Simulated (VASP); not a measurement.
# H3Os (P1) in VASP: single point with PBE

Aim: the single point of H3Os with PBE.

All numbers are computed with VASP 6.6.1; they aren't measurements. Logs are shortened: lines on timing, memory, paths and dates and some standing lists are left out, and cuts for length are marked.

### Step 1. The cell of the first run

The typed cell holds 8 atoms: a = 3.568 Å, b = 2.908 Å, c = 5.485 Å, α = 74.65°, β = 92.89°, γ = 90.00°.

### Step 2. Single point, PBE

File INCAR:

```
PREC = Accurate
ENCUT = 520
EDIFF = 1E-6
ISMEAR = 0
SIGMA = 0.1
LREAL = False
LASPH = True
NELM = 60
ALGO = Normal
ISIF = 2
LWAVE = False
LCHARG = True
GGA = PE
LELF = True
LVHAR = True
NBANDS = 21
```

File KPOINTS:

```
regular mesh
0
Gamma
  8 8 4
```

File POSCAR:

```
H3Os
1.0
    3.5666105285      0.0100085268     -0.0854902218
    0.0010764981      2.8824588163      0.3832049498
   -0.1483902658      0.7423389838      5.4329488670
H Os
6 2
Direct
   -0.0257473737      0.4222845249      0.2801930675
   -0.1175716303      0.2456386490      0.6325935910
    0.3864887278      0.9462696031      0.2326297268
    0.5939136128      1.1195716945      0.8863952235
    0.3884511736      0.5725910287     -0.0196408121
    0.5519908746      0.7821811280      0.5607019099
    0.1308968936      1.0931695591     -0.0609460642
    0.0915777216      0.8182938127      0.4880733576
```

Potentials or basis: VASP PAW PBE potentials, release 64 (H, Os).

The run is started by

```
$ cat potpaw_PBE.64/H/POTCAR potpaw_PBE.64/Os/POTCAR > POTCAR
$ mpirun -np 1 vasp_std > vasp.out
```

OUTCAR:

```text
PREC = Accurate
   ENCUT = 520
   EDIFF = 1E-6
   ISMEAR = 0
   LREAL = False
   LASPH = True
   NELM = 60
   ISIF = 2
   GGA = PE

 ion  position               nearest neighbor table
   1  0.974  0.422  0.280-   8 1.86   8 1.86
   2  0.882  0.246  0.633-   7 1.81   8 1.82   8 1.82
   3  0.386  0.946  0.233-   8 1.76   7 1.76
   4  0.594  0.120  0.886-   7 1.69   7 1.92
   5  0.388  0.573  0.980-   7 1.73   7 1.73
   6  0.552  0.782  0.561-   8 1.67   8 1.98
   7  0.131  0.093  0.939-   4 1.69   5 1.73   5 1.73   3 1.76   2 1.81   4 1.92   8 2.79   8 2.79
                             8 2.91
   8  0.092  0.818  0.488-   6 1.67   3 1.76   2 1.82   2 1.82   1 1.86   1 1.86   6 1.98   7 2.79
                             7 2.79   7 2.91

  LATTYP: Found a triclinic cell.
 ALAT       =     3.5676490033
 B/A-ratio  =     2.4607105929
 C/A-ratio  =     1.8759093451
 COS(alpha) =     0.0097714300
 COS(beta)  =     0.5743820379
 COS(gamma) =     0.7812852934

  Lattice vectors:

 A1 = (   3.5666105285,   0.0100085268,  -0.0854902218)
 A2 = (   6.9837542931,  -2.1201027789,   4.8787634736)
 A3 = (   3.7150007943,  -0.7323304570,  -5.5184390888)

Analysis of symmetry for initial positions (statically):
=====================================================================
 Subroutine PRICEL returns:
 Original cell was already a primitive cell.

 Routine SETGRP: Setting up the symmetry group for a
 triclinic supercell.

 Subroutine GETGRP returns: Found  1 space group operations
 (whereof  1 operations were pure point group operations)
 out of a pool of  2 trial point group operations.

The static configuration has the point symmetry C_1 .

Analysis of symmetry for dynamics (positions and initial velocities):
=====================================================================
 Subroutine PRICEL returns:
 Original cell was already a primitive cell.

 Routine SETGRP: Setting up the symmetry group for a
 triclinic supercell.

 Subroutine GETGRP returns: Found  1 space group operations
 (whereof  1 operations were pure point group operations)
 out of a pool of  2 trial point group operations.

The dynamic configuration has the point symmetry C_1 .

 Subroutine INISYM returns: Found  1 space group operations
 (whereof  1 operations are pure point group operations),
 and found     1 'primitive' translations

----------------------------------------------------------------------------------------

                                     Primitive cell

  volume of cell :      54.8022

  direct lattice vectors                    reciprocal lattice vectors
     3.566610529  0.010008527 -0.085490222     0.280568887 -0.001144342  0.007819544
     0.001076498  2.882458816  0.383204950    -0.002150253  0.353353294 -0.048339679
    -0.148390266  0.742338984  5.432948867     0.004566559 -0.024941255  0.187594716

  length of vectors
     3.567649003  2.907819805  5.485437105     0.280680166  0.356650948  0.189300547

  position of ions in fractional coordinates (direct lattice)
     0.974252626  0.422284525  0.280193068
     0.882428370  0.245638649  0.632593591
     0.386488728  0.946269603  0.232629727
     0.593913613  0.119571695  0.886395224
     0.388451174  0.572591029  0.980359188
     0.551990875  0.782181128  0.560701910
     0.130896894  0.093169559  0.939053936
     0.091577722  0.818293813  0.488073358

  ion indices of the primitive-cell ions
   primitive index   ion index
                 1           1
                 2           2
                 3           3
                 4           4
                 5           5
                 6           6
                 7           7
                 8           8

----------------------------------------------------------------------------------------

 KPOINTS: regular mesh

Automatic generation of k-mesh.
 Grid dimensions read from file:
 generate k-points for:    8    8    4

 Generating k-lattice:

  Cartesian coordinates                     Fractional coordinates (reciprocal lattice)
     0.035071111 -0.000143043  0.000977443     0.125000000 -0.000000000  0.000000000
    -0.000268782  0.044169162 -0.006042460     0.000000000  0.125000000  0.000000000
     0.001141640 -0.006235314  0.046898679    -0.000000000  0.000000000  0.250000000

  Length of vectors
     0.035085021  0.044581369  0.047325137

  Shift w.r.t. Gamma in fractional coordinates (k-lattice)
     0.000000000  0.000000000  0.000000000

 Subroutine IBZKPT returns following result:
 ===========================================

 Found    132 irreducible k-points:

 Following reciprocal coordinates:
            Coordinates               Weight
  0.000000  0.000000  0.000000      1.000000
  0.125000  0.000000  0.000000      2.000000
  0.250000  0.000000  0.000000      2.000000
  0.375000  0.000000  0.000000      2.000000
  0.500000  0.000000  0.000000      1.000000
  0.000000  0.125000  0.000000      2.000000
[... 16 lines left out ...]
  0.125000  0.375000  0.000000      2.000000
  0.250000  0.375000  0.000000      2.000000
 [... further k-points ...]
   k-points           NKPTS =    132   k-points in BZ     NKDIM =    132   number of bands    NBANDS=     21
   number of dos      NEDOS =    301   number of ions     NIONS =      8
   total plane-waves  NPLWV =  28224
   dimension x,y,z NGX =    28 NGY =   24 NGZ =   42
   dimension x,y,z NGXF=    56 NGYF=   48 NGZF=   84
   ions per type =               6   2
   NGX,Y,Z   is equivalent  to a cutoff of  13.05, 13.72, 12.73 a.u.
   NGXF,Y,Z  is equivalent  to a cutoff of  26.09, 27.44, 25.46 a.u.
 SYSTEM =  unknown system
   PREC   = accura    normal or accurate (medium, high low for compatibility)
   ISTART =      0    job   : 0-new  1-cont  2-samecut
   ICHARG =      2    charge: 1-file 2-atom 10-const
   ISPIN  =      1    spin polarized calculation?
   LNONCOLLINEAR =      F non collinear calculations
   LSORBIT =      F    spin-orbit coupling
   LASPH  =      T    aspherical Exc in radial PAW
   ENCUT  =  520.0 eV  38.22 Ry    6.18 a.u.   6.63  5.41 10.20*2*pi/ulx,y,z
   NELM   =     60;   NELMIN=  2; NELMDL= -5     # of ELM steps
   EDIFF  = 0.1E-05   stopping-criterion for ELM
   LREAL  =      F    real-space projection
   EDIFFG = 0.1E-04   stopping-criterion for IOM
   NSW    =      0    number of steps for IOM
   IBRION =     -1    ionic relax: 0-MD 1-quasi-New 2-CG
   NFREE  =      0    steps in history (QN), initial steepest desc. (CG)
   ISIF   =      2    stress and relaxation
   ISYM   =      2    0-nonsym 1-usesym 2-fastsym
   POTIM  = 0.5000    time-step for ionic-motion
   TEBEG  =    0.0;   TEEND  =   0.0 temperature during run
   PSTRESS=    0.0 pullay stress
   NELECT =      22.0000    total number of electrons
   NUPDOWN=      -1.0000    fix difference up-down
   EMIN   =  10.00;   EMAX   =-10.00  energy-range for DOS
   EFERMI =   0.00;   METHOD = LEGACY
   ISMEAR =     0;   SIGMA  =   0.10  broadening in eV -4-tet -1-fermi 0-gaus
   EFERMI_NEDOS =   21; number of points for ismear=-14 and -15
   IALGO  =     38    algorithm
   IMIX   =      4    mixing-type and parameters
     AMIX     =   0.40;   BMIX     =  1.00
     AMIX_MAG =   1.60;   BMIX_MAG =  1.00
  volume/ion in A,a.u.               =       6.85        46.23
  Fermi-wavevector in a.u.,A,eV,Ry     =   1.207674  2.282173 19.843786  1.458477
  Thomas-Fermi vector in A             =   2.343305
   LORBIT       =      0    0 simple, 1 ext, 2 COOP (PROOUT), +10 PAW based schemes
   GGA     = PE    functional components
   LHFCALC =     F    Hartree Fock is set to
   AEXX    =    0.0000 exact exchange contribution
   IVDW    =     0    specifies the selected vdW correction
   LEPSILON=     F    determine dielectric tensor
   LRPA    =     F    only Hartree local field effects (RPA)
 non-spin polarized calculation
 Gauss-broadening in eV      SIGMA  =   0.10
  energy-cutoff  :      520.00
  volume of cell :       54.80
 maximum number of plane-waves:      1508
   NGX = 13   NGY = 11   NGZ = 21

 number of electron      21.9999999 magnetization

 Free energy of the ion-electron system (eV)
  ---------------------------------------------------
  ext. energy  EPLUGINS =         0.00000000
  ---------------------------------------------------
  free energy    TOTEN  =       -39.60883384 eV

  energy without entropy =      -39.59802504  energy(sigma->0) =      -39.60342944

 E-fermi :   4.3623     XC(G=0): -11.5809

 val. band max:        4.3585741175   @ k =   0.0000   0.0000   0.0000
 cond. band min:       4.3833087012   @ k =  -0.1250   0.1250   0.0000
 fundamental gap:      0.0247345838
 Fermi energy:         4.3622932967

 k-point     1 :       0.0000    0.0000    0.0000
  band No.  band energies     occupation
      1      -7.3667      2.00000
      2      -3.9574      2.00000
      3      -2.5236      2.00000
      4      -1.7054      2.00000
      5      -0.9307      2.00000
      6      -0.2391      2.00000
[... 13 lines left out ...]
     20      16.7586      0.00000
     21      17.5080      0.00000

 k-point     2 :       0.1250    0.0000    0.0000
  band No.  band energies     occupation
      1      -7.1769      2.00000
      2      -3.8702      2.00000
      3      -2.4922      2.00000
      4      -1.6464      2.00000
      5      -0.9441      2.00000
      6      -0.1286      2.00000
[... 13 lines left out ...]
     20      17.1446      0.00000
     21      17.2872      0.00000

 k-point     3 :       0.2500    0.0000    0.0000
  band No.  band energies     occupation
      1      -6.6583      2.00000
      2      -3.8021      2.00000
      3      -2.2994      2.00000
      4      -1.6827      2.00000
      5      -0.6683      2.00000
      6       0.1583      2.00000
[... 13 lines left out ...]
     20      17.0088      0.00000
     21      18.2050      0.00000
[... 457 lines left out ...]
 k-point    23 :       0.1250    0.3750    0.0000
  band No.  band energies     occupation
      1      -4.7982      2.00000
      2      -2.7923      2.00000
      3      -2.1323      2.00000
      4      -1.7465      2.00000
      5      -0.7251      2.00000
      6      -0.4847      2.00000
[... 13 lines left out ...]
     20      16.0825      0.00000
     21      16.5530      0.00000

 k-point    24 :       0.2500    0.3750    0.0000
  band No.  band energies     occupation
      1      -4.4035      2.00000
      2      -2.6978      2.00000
      3      -1.9517      2.00000
      4      -1.4696      2.00000
      5      -0.4522      2.00000
      6      -0.2768      2.00000
[... 13 lines left out ...]
     20      15.3565      0.00000
     21      16.3722      0.00000

 [... further k-points ...]
[... 5 lines left out ...]
  --------------------------------------------------------------------------------------
  -------------------------------------------------------------------------------------
  Total        0.2974351      0.1892049      0.1679553     -0.0029607      0.0121808      0.0165401
  in kB        8.6957090      5.5315282      4.9102841     -0.0865591      0.3561124      0.4835617
  external PRESSURE =       6.3791738 kB  Pullay stress =       0.0000000 kB

 VOLUME and BASIS-vectors are now :
 -----------------------------------------------------------------------------
  energy-cutoff  :      520.00
  volume of cell :       54.80
      direct lattice vectors                 reciprocal lattice vectors
     3.566610529  0.010008527 -0.085490222     0.280568887 -0.001144342  0.007819544
     0.001076498  2.882458816  0.383204950    -0.002150253  0.353353294 -0.048339679
    -0.148390266  0.742338984  5.432948867     0.004566559 -0.024941255  0.187594716

 POSITION                                       TOTAL-FORCE (eV/Angst)
 -----------------------------------------------------------------------------------
      3.43366      1.43497      1.60081        -0.004555      0.001154     -0.024169
      3.05367      1.18647      3.45554        -0.034560      0.002974     -0.008812
      1.34495      2.90414      1.59344         0.043355     -0.001539      0.009988
      1.98685      1.00861      4.81079         0.013542      0.001437     -0.014013
      1.24059      2.38212      5.51245         0.044614     -0.002115      0.004474
      1.88638      2.67636      3.29881         0.025545     -0.002691      0.014862
      0.32761      0.96696      5.12634        -0.058267      0.002160      0.028214
      0.25508      2.72193      2.95742        -0.029674     -0.001379     -0.010543
 -----------------------------------------------------------------------------------
    total drift:                               -0.000438      0.000003      0.000034

  FREE ENERGIE OF THE ION-ELECTRON SYSTEM (eV)
  ---------------------------------------------------
  free  energy   TOTEN  =       -39.6088338448 eV

  energy  without entropy=      -39.5980250428  energy(sigma->0) =      -39.60342944
```

Wall time 95 s (1 thread of Intel Xeon Platinum 8488C (Sapphire Rapids), shared host); peak memory 0.27 GiB.

What came out:

```
Free energy            : -39.6088 eV
Pressure               : 0.6 GPa
Largest force          : 0.065 eV/Å
Band gap on the k mesh : zero (band 11 reaches 4.89 eV, above the bottom of band 12 at 3.99 eV)
```

Forces in eV/Å, atoms in the order of the input:
```
H   -0.005  0.001 -0.024
H   -0.035  0.003 -0.009
H    0.043 -0.002  0.010
H    0.014  0.001 -0.014
H    0.045 -0.002  0.004
H    0.026 -0.003  0.015
Os  -0.058  0.002  0.028
Os  -0.030 -0.001 -0.011
```

Levels at points of the mesh, in eV from the Fermi level:
| k point | band 9 | band 10 | band 11 | band 12 | band 13 | band 14 |
| --- | --- | --- | --- | --- | --- | --- |
| (0.00, 0.00, 0.00) | -0.19 | -0.03 | 0.00 | 0.29 | 0.85 | 3.58 |
| (0.50, 0.00, 0.00) | -1.15 | -0.71 | -0.53 | -0.37 | 0.04 | 0.25 |
| (0.00, 0.50, 0.00) | -1.14 | -0.79 | -0.14 | 1.98 | 2.66 | 4.32 |
| (0.50, 0.50, 0.00) | -1.57 | -0.51 | -0.07 | 0.56 | 1.17 | 2.32 |
| (0.00, 0.00, 0.50) | -1.87 | -0.32 | 0.27 | 1.39 | 2.99 | 4.78 |
| (0.50, 0.00, 0.50) | -1.53 | -0.91 | -0.55 | -0.23 | -0.15 | 1.40 |
| (0.00, 0.50, 0.50) | -1.14 | -0.79 | -0.14 | 1.97 | 2.66 | 4.32 |
| (0.50, 0.50, 0.50) | -1.56 | -0.51 | -0.07 | 0.56 | 1.16 | 2.32 |

Caveat: spin-orbit coupling is left out, which moves the levels of the heavy elements.
